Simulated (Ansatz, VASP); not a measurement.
Two plane-wave programs on H15C3N2

```
C H N
1.0
     8.25041    0.00000    0.00000
     0.00000    8.25041    0.00000
     0.00000    0.00000    8.25041
C H N
6 30 4
Direct
  0.07472 0.10936 0.73552
  0.23804 0.13605 0.81760
  0.58809 0.32586 0.40432
  0.46825 0.18537 0.40658
  0.50211 0.45540 0.01628
  0.44747 0.55791 0.87345
  0.01599 0.22393 0.70635
  0.08772 0.04249 0.62209
  0.99357 0.03995 0.81345
  0.29554 0.02150 0.85080
  0.32149 0.20211 0.73949
  0.22517 0.20806 0.92764
  0.53087 0.43651 0.36111
  0.63684 0.34939 0.52521
  0.68922 0.29931 0.32287
  0.52464 0.07522 0.45413
  0.36309 0.21176 0.48210
  0.42353 0.15910 0.28456
  0.61503 0.50094 0.06831
  0.41236 0.45936 0.11294
  0.52094 0.32869 0.98231
  0.33174 0.51481 0.82623
  0.43108 0.68328 0.91214
  0.53518 0.55515 0.77438
  0.99693 0.56714 0.48191
  0.07925 0.38906 0.45437
  0.88626 0.41001 0.43504
  0.47017 0.89294 0.21964
  0.32683 0.80993 0.32439
  0.50775 0.73288 0.32573
  0.01968 0.29245 0.12787
  0.05423 0.09873 0.11836
  0.87732 0.16860 0.07557
  0.79301 0.83172 0.86663
  0.95151 0.72474 0.82085
  0.80111 0.64221 0.91575
  0.98189 0.44641 0.50330
  0.42346 0.78439 0.25285
  0.97068 0.18216 0.15443
  0.86861 0.74470 0.90944
```

Alike in both runs: functional r2SCAN; k mesh 1 × 1 × 1; occupations fermi-dirac, width 0.02 eV; no spin polarisation.

Ansatz relaxed the structure, and its values are those at the end. VASP's run is a single point on that final structure, the one shown.

```csv
,VASP,Ansatz
version,VASP 6.6.1,Ansatz 0.2.0
potentials or method,"VASP PAW PBE potentials, release 64 (C, H, N), cutoff 520 eV","scalar-relativistic, plane waves, PAW"
valence electrons in the cell,74,74
```

```csv
,VASP,Ansatz,Ansatz less VASP
rms of the force components (eV/Å),0.052,0.056,+0.0049
```

VASP's potentials were made for PBE, not for r2SCAN. With one functional, cell and mesh, what is left measures potentials, basis and numerics.
